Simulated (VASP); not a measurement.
# HfTi2Si2 (P4/mmm) in VASP: further runs

HfTi2Si2 is run at these levels: PBE; tasks: relaxation of cell and atoms.

Program: VASP 6.6.1. These are calculated values, not measurements. Logs are shortened: lines on timing, memory, paths and dates and some standing lists are left out, and cuts for length are marked.

**1. The cell of the first run**

The structure is tetragonal, space group P4/mmm (No. 123). The conventional cell has a = 3.553 Å, b = 3.553 Å, c = 7.767 Å, α = 90.00°, β = 90.00°, γ = 90.00°. Within 3.3 Å of Hf (site symmetry 4/mmm) lie 4 Si at 2.51 Å and 2 Ti at 2.69 Å. Within 3.2 Å of Ti (site symmetry 4mm) lie 1 Ti at 2.39 Å and 1 Hf at 2.69 Å and 4 Si at 2.78 Å. Si (site symmetry 4/mmm) has 4 Hf at 2.51 Å within 3.3 Å. Si (site symmetry 4/mmm) has 8 Ti at 2.78 Å and 4 Si at 3.55 Å within 3.7 Å.

The cell was generated, and may not be a known phase.

**2. Relaxation of cell and atoms, PBE**

Input file INCAR:

```
ALGO = Fast
EDIFF = 1E-7
EDIFFG = -0.01
ENCUT = 600
GGA = PE
IBRION = 2
ISIF = 3
ISMEAR = 0
LASPH = True
LCHARG = False
LREAL = False
LWAVE = False
NELM = 100
NSW = 100
PREC = Accurate
SIGMA = 0.1
```

Input file KPOINTS:

```
k-points
0
Gamma
  10 10 6
```

Input file POSCAR:

```
HfTi2Si2
1.0
    3.5534226525      0.0000000000      0.0000000000
    0.0000000000      3.5534226525      0.0000000000
    0.0000000000      0.0000000000      7.7671768367
Hf Ti Si
1 2 2
Direct
    0.0000000000      0.0000000000      0.0000000000
    0.0000000000      0.0000000000      0.3462837641
    0.0000000000      0.0000000000      0.6537162359
    0.5000000000      0.5000000000      0.0000000000
    0.5000000000      0.5000000000      0.5000000000
```

Potentials or basis: VASP PAW PBE potentials, release 64 (Hf_pv, Ti_sv, Si).

Command:

```
$ cat potpaw_PBE.64/Hf_pv/POTCAR potpaw_PBE.64/Ti_sv/POTCAR potpaw_PBE.64/Si/POTCAR > POTCAR
$ mpirun -np 1 vasp_std > vasp.out
```

OUTCAR:

```text
EDIFF = 1E-7
   EDIFFG = -0.01
   ENCUT = 600
   GGA = PE
   IBRION = 2
   ISIF = 3
   ISMEAR = 0
   LASPH = True
   LREAL = False
   NELM = 100
   NSW = 100
   PREC = Accurate

 ion  position               nearest neighbor table
   1  0.000  0.000  0.000-   4 2.51   4 2.51   4 2.51   4 2.51   2 2.69   3 2.69
   2  0.000  0.000  0.346-   3 2.39   1 2.69   5 2.78   5 2.78   5 2.78   5 2.78
   3  0.000  0.000  0.654-   2 2.39   1 2.69   5 2.78   5 2.78   5 2.78   5 2.78
   4  0.500  0.500  0.000-   1 2.51   1 2.51   1 2.51   1 2.51
   5  0.500  0.500  0.500-   2 2.78   3 2.78   2 2.78   3 2.78   2 2.78   3 2.78   2 2.78   3 2.78

  LATTYP: Found a simple tetragonal cell.
 ALAT       =     3.5534226525
 C/A-ratio  =     2.1858297186

  Lattice vectors:

 A1 = (   3.5534226525,   0.0000000000,   0.0000000000)
 A2 = (   0.0000000000,   3.5534226525,   0.0000000000)
 A3 = (   0.0000000000,   0.0000000000,   7.7671768367)

Analysis of symmetry for initial positions (statically):
=====================================================================
 Subroutine PRICEL returns:
 Original cell was already a primitive cell.

 Routine SETGRP: Setting up the symmetry group for a
 simple tetragonal supercell.

 Subroutine GETGRP returns: Found 16 space group operations
 (whereof 16 operations were pure point group operations)
 out of a pool of 16 trial point group operations.

The static configuration has the point symmetry D_4h.

Analysis of symmetry for dynamics (positions and initial velocities):
=====================================================================
 Subroutine PRICEL returns:
 Original cell was already a primitive cell.

 Routine SETGRP: Setting up the symmetry group for a
 simple tetragonal supercell.

 Subroutine GETGRP returns: Found 16 space group operations
 (whereof 16 operations were pure point group operations)
 out of a pool of 16 trial point group operations.

The dynamic configuration has the point symmetry D_4h.

 Subroutine INISYM returns: Found 16 space group operations
 (whereof 16 operations are pure point group operations),
 and found     1 'primitive' translations

----------------------------------------------------------------------------------------

                                     Primitive cell

  volume of cell :      98.0747

  direct lattice vectors                    reciprocal lattice vectors
     3.553422653  0.000000000  0.000000000     0.281418817  0.000000000  0.000000000
     0.000000000  3.553422653  0.000000000     0.000000000  0.281418817  0.000000000
     0.000000000  0.000000000  7.767176837     0.000000000  0.000000000  0.128746908

[... 102 lines left out ...]
   EMIN   =  10.00;   EMAX   =-10.00  energy-range for DOS
   EFERMI =   0.00;   METHOD = LEGACY
   ISMEAR =     0;   SIGMA  =   0.10  broadening in eV -4-tet -1-fermi 0-gaus
   EFERMI_NEDOS =   21; number of points for ismear=-14 and -15
   IALGO  =     68    algorithm
   IMIX   =      4    mixing-type and parameters
     AMIX     =   0.40;   BMIX     =  1.00
     AMIX_MAG =   1.60;   BMIX_MAG =  1.00
  volume/ion in A,a.u.               =      19.61       132.37
  Fermi-wavevector in a.u.,A,eV,Ry     =   1.233973  2.331871 20.717443  1.522689
  Thomas-Fermi vector in A             =   2.368682
   LORBIT       =      0    0 simple, 1 ext, 2 COOP (PROOUT), +10 PAW based schemes
   GGA     = PE    functional components
   LHFCALC =     F    Hartree Fock is set to
   AEXX    =    0.0000 exact exchange contribution
   IVDW    =     0    specifies the selected vdW correction
   LEPSILON=     F    determine dielectric tensor
   LRPA    =     F    only Hartree local field effects (RPA)
 conjugate gradient relaxation of ions
 non-spin polarized calculation
 RMM-DIIS sequential band-by-band and
 Gauss-broadening in eV      SIGMA  =   0.10
  energy-cutoff  :      600.00
  volume of cell :       98.07
 maximum number of plane-waves:      3300
   NGX = 15   NGY = 15   NGZ = 31

--------------------------------------- Ionic step        1  -------------------------------------------

 number of electron      42.0000008 magnetization

 Free energy of the ion-electron system (eV)
  ---------------------------------------------------
  ext. energy  EPLUGINS =         0.00000000
  ---------------------------------------------------
  free energy    TOTEN  =       -35.27570316 eV

  energy without entropy =      -35.25865630  energy(sigma->0) =      -35.26717973

------------------------ aborting loop because EDIFF is reached ----------------------------------------

  FORCE on cell =-STRESS in cart. coord.  units (eV):
  Direction    XX          YY          ZZ          XY          YZ          ZX
  --------------------------------------------------------------------------------------
  -------------------------------------------------------------------------------------
  Total        0.2763287      0.2763287     -0.7959711      0.0000000     -0.0000000      0.0000000
  in kB        4.5141875      4.5141875    -13.0032211      0.0000000     -0.0000000      0.0000000
  external PRESSURE =      -1.3249487 kB  Pullay stress =       0.0000000 kB
[... 182 lines left out ...]
--------------------------------------- Ionic step        6  -------------------------------------------

 number of electron      42.0000009 magnetization

 Free energy of the ion-electron system (eV)
  ---------------------------------------------------
  ext. energy  EPLUGINS =         0.00000000
  ---------------------------------------------------
  free energy    TOTEN  =       -35.28034851 eV

  energy without entropy =      -35.26436756  energy(sigma->0) =      -35.27235803

 E-fermi :   6.2542     XC(G=0): -10.5928

 val. band max:        6.2526591258   @ k =   0.4000   0.2000   0.0000
 cond. band min:       6.2594192347   @ k =   0.4000   0.0000   0.1667
 fundamental gap:      0.0067601088
 Fermi energy:         6.2541670386

 k-point     1 :       0.0000    0.0000    0.0000
  band No.  band energies     occupation
      1     -50.6702      2.00000
      2     -50.4916      2.00000
      3     -27.2559      2.00000
      4     -26.9624      2.00000
      5     -26.9624      2.00000
      6     -26.8329      2.00000
[... 661 lines left out ...]
     24       7.0921      0.00000
     25       7.7938      0.00000

 [... further k-points ...]

------------------------ aborting loop because EDIFF is reached ----------------------------------------

  FORCE on cell =-STRESS in cart. coord.  units (eV):
  Direction    XX          YY          ZZ          XY          YZ          ZX
  --------------------------------------------------------------------------------------
  -------------------------------------------------------------------------------------
  Total       -0.0001517     -0.0001517     -0.0010078      0.0000000      0.0000000      0.0000000
  in kB       -0.0024905     -0.0024905     -0.0165509      0.0000000      0.0000000      0.0000000
  external PRESSURE =      -0.0071773 kB  Pullay stress =       0.0000000 kB
[... 20 lines left out ...]
  FREE ENERGIE OF THE ION-ELECTRON SYSTEM (eV)
  ---------------------------------------------------
  free  energy   TOTEN  =       -35.2803485079 eV

  energy  without entropy=      -35.2643675618  energy(sigma->0) =      -35.27235803

 reached required accuracy - stopping structural energy minimisation
```

OSZICAR:

```text
N       E                     dE             d eps       ncg     rms          rms(c)
DAV:   1     0.433516159100E+03    0.43352E+03   -0.23003E+04  4216   0.193E+03
DAV:   2     0.154145018860E+02   -0.41810E+03   -0.41460E+03  4205   0.535E+02
DAV:   3    -0.349069484484E+02   -0.50321E+02   -0.49709E+02  7461   0.142E+02
[... 173 lines left out ...]
RMM:   5    -0.352803475806E+02   -0.48545E-06   -0.11735E-05  5718   0.269E-02    0.372E-03
RMM:   6    -0.352803479881E+02   -0.40752E-06   -0.56129E-06  5846   0.150E-02    0.191E-03
RMM:   7    -0.352803482688E+02   -0.28070E-06   -0.23795E-06  4977   0.841E-03    0.126E-03
RMM:   8    -0.352803484096E+02   -0.14086E-06   -0.11028E-06  4139   0.559E-03    0.557E-04
RMM:   9    -0.352803485079E+02   -0.98304E-07   -0.75779E-07  3807   0.439E-03
   6 F= -.35280349E+02 E0= -.35272358E+02  d E =-.165252E-04
```

CONTCAR:

```text
HfTi2Si2
   1.00000000000000
     3.5617285675998289    0.0000000000000000    0.0000000000000000
     0.0000000000000000    3.5617285675998289    0.0000000000000000
     0.0000000000000000   -0.0000000000000000    7.6904408883348410
  Hf              Ti              Si
     1     2     2
Direct
     0.0000000000000000    0.0000000000000000    0.0000000000000000
     0.0000000000000000    0.0000000000000000    0.3462579034454218
     1.0000000000000000    0.0000000000000000    0.6537420965545782
     0.5000000000000000    0.5000000000000000    0.0000000000000000
     0.5000000000000000    0.5000000000000000    0.5000000000000000

  0.00000000E+00  0.00000000E+00  0.00000000E+00
  0.00000000E+00  0.00000000E+00  0.00000000E+00
  0.00000000E+00  0.00000000E+00  0.00000000E+00
  0.00000000E+00  0.00000000E+00  0.00000000E+00
  0.00000000E+00  0.00000000E+00  0.00000000E+00
```

It took 41 min on 1 thread of Oxide Virtual Turin-like, shared host; peak memory 0.39 GiB.

What came out:

| Quantity | Value |
| --- | --- |
| Free energy | -35.2803 eV |
| Relaxed volume | 19.51 Å³/atom |
| Relaxed cell | a = 3.562 Å, b = 3.562 Å, c = 7.690 Å, α = 90.00°, β = 90.00°, γ = 90.00° |
| Space group after relaxing (to 0.1 Å) | P4/mmm (No. 123) |
| Energy gained by relaxing | 0.9 meV/atom |
| Ionic steps | 6 |
| Pressure after relaxing | 0.0 GPa |
| Largest force after relaxing | 0.006 eV/Å |
| Band gap on the k mesh | zero (bands 21 and 22 overlap by 0.72 eV) |

Forces on the atoms (eV/Å):
```
Hf   0.000  0.000  0.000
Ti   0.000  0.000 -0.006
Ti   0.000  0.000  0.006
Si   0.000  0.000  0.000
Si   0.000  0.000  0.000
```

The path:
```tsv
step	energy change (eV)	largest force (eV/Å)	pressure (GPa)	volume (Å³)
1	0.0000	0.0152	-0.13	98.07
2	-0.0044	0.0061	-0.21	97.84
3	-0.0045	0.0099	-0.21	97.80
4	-0.0046	0.0181	0.14	97.42
5	-0.0046	0.0162	0.01	97.57
6	-0.0046	0.0060	0.00	97.56
```

Final structure:
```cif
data_structure
_symmetry_space_group_name_H-M 'P 1'
_symmetry_Int_Tables_number 1
_cell_length_a 3.5617
_cell_length_b 3.5617
_cell_length_c 7.6904
_cell_angle_alpha 90.000
_cell_angle_beta 90.000
_cell_angle_gamma 90.000
_cell_volume 97.56
loop_
_atom_site_label
_atom_site_type_symbol
_atom_site_fract_x
_atom_site_fract_y
_atom_site_fract_z
_atom_site_occupancy
Hf1 Hf 0.00000 0.00000 0.00000 1
Ti1 Ti 0.00000 0.00000 0.34626 1
Ti2 Ti 0.00000 0.00000 0.65374 1
Si1 Si 0.50000 0.50000 0.00000 1
Si2 Si 0.50000 0.50000 0.50000 1
```

Levels at points of the mesh, in eV from the Fermi level:
| k point | band 18 | band 19 | band 20 | band 21 | band 22 | band 23 | band 24 | band 25 |
| --- | --- | --- | --- | --- | --- | --- | --- | --- |
| (0.00, 0.00, 0.00) | -0.81 | -0.54 | -0.28 | 0.42 | 0.66 | 1.03 | 1.12 | 1.12 |
| (0.50, 0.00, 0.00) | -1.29 | -0.71 | -0.53 | 0.01 | 0.01 | 0.28 | 1.01 | 1.51 |
| (0.50, 0.50, 0.00) | -1.63 | -1.63 | -0.97 | -0.97 | 1.85 | 1.89 | 1.89 | 1.97 |
| (0.00, 0.00, 0.50) | -0.91 | -0.91 | -0.45 | -0.43 | 0.66 | 1.06 | 1.67 | 1.68 |
| (0.50, 0.00, 0.50) | -0.86 | -0.73 | -0.32 | -0.32 | -0.21 | 0.17 | 1.12 | 1.62 |
| (0.50, 0.50, 0.50) | -1.57 | -1.10 | -1.10 | -0.53 | -0.16 | 0.79 | 1.97 | 2.29 |

Caveat: spin-orbit coupling is left out, which moves the levels of the heavy elements.

**3. Relaxation of cell and atoms, PBE**

Input file INCAR:

```
SYSTEM = HfTi2Si2
ALGO     = Fast           ! electronic algorithm
EDIFF    = 1E-6           ! SCF threshold, eV
EDIFFG   = -0.01          ! ionic threshold
ENCUT    = 600            ! plane-wave cutoff, eV
GGA      = PE             ! functional
IBRION   = 2              ! ionic algorithm
ISIF     = 3              ! what is computed and relaxed
ISMEAR   = 0              ! smearing method
LASPH    = .TRUE.         ! aspherical terms in the spheres
LCHARG   = .FALSE.        ! write CHGCAR
LREAL    = .FALSE.        ! projectors in reciprocal space
LWAVE    = .FALSE.        ! write WAVECAR
NELM     = 60             ! most SCF steps
NSW      = 100            ! ionic steps
PREC     = Accurate       ! precision mode
SIGMA    = 0.1            ! smearing width, eV
```

Input file KPOINTS:

```
Automatic mesh
0
Gamma
  10 10 6
  0.5 0.5 0.5
```

POSCAR is that of step 2.

Potentials or basis: VASP PAW PBE potentials, release 64 (Hf_pv, Ti_sv, Si).

Command:

```
$ cat potpaw_PBE.64/Hf_pv/POTCAR potpaw_PBE.64/Ti_sv/POTCAR potpaw_PBE.64/Si/POTCAR > POTCAR
$ mpirun -np 1 vasp_std > vasp.out
```

It took 20 min on 1 thread of Oxide Virtual Turin-like, shared host; peak memory 0.3 GiB.

It converged, with:

```
Free energy                           : -35.2600 eV
Relaxed volume                        : 19.52 Å³/atom
Relaxed cell                          : a = 3.561 Å, b = 3.561 Å, c = 7.699 Å, α = 90.00°, β = 90.00°, γ = 90.00°
Space group after relaxing (to 0.1 Å) : P4/mmm (No. 123)
Energy gained by relaxing             : 0.7 meV/atom
Ionic steps                           : 6
Pressure after relaxing               : 0.0 GPa
Band gap on the k mesh                : zero (bands 21 and 22 overlap by 0.48 eV)
```

Forces on the atoms (eV/Å):
```
Hf   0.000  0.000  0.000
Ti   0.000  0.000  0.003
Ti   0.000  0.000 -0.003
Si   0.000  0.000  0.000
Si   0.000  0.000  0.000
```

The path:
| step | energy change (eV) | largest force (eV/Å) | pressure (GPa) | volume (Å³) |
| --- | --- | --- | --- | --- |
| 1 | 0.0000 | 0.0881 | -0.21 | 98.07 |
| 2 | -0.0029 | 0.0183 | -0.06 | 97.71 |
| 3 | -0.0033 | 0.0122 | 0.03 | 97.55 |
| 4 | -0.0033 | 0.0136 | 0.04 | 97.54 |
| 5 | -0.0033 | 0.0132 | 0.05 | 97.53 |
| 6 | -0.0033 | 0.0027 | -0.04 | 97.61 |

Final structure:
```yaml
crystal:
  lattice:
    - [3.56062, 0.00000, 0.00000]
    - [0.00000, 3.56062, 0.00000]
    - [0.00000, 0.00000, 7.69930]
  atoms:
    - { symbol: Hf, position: [0.00000, 0.00000, 0.00000] }
    - { symbol: Ti, position: [0.00000, 0.00000, 0.34703] }
    - { symbol: Ti, position: [0.00000, 0.00000, 0.65297] }
    - { symbol: Si, position: [0.50000, 0.50000, 0.00000] }
    - { symbol: Si, position: [0.50000, 0.50000, 0.50000] }
```

Levels at points of the mesh, in eV from the Fermi level:
```tsv
k point	band 18	band 19	band 20	band 21	band 22	band 23	band 24	band 25
(0.05, 0.05, 0.08)	-0.88	-0.44	-0.38	0.41	0.63	0.73	1.11	1.17
```

Caveat: spin-orbit coupling is left out, which moves the levels of the heavy elements.
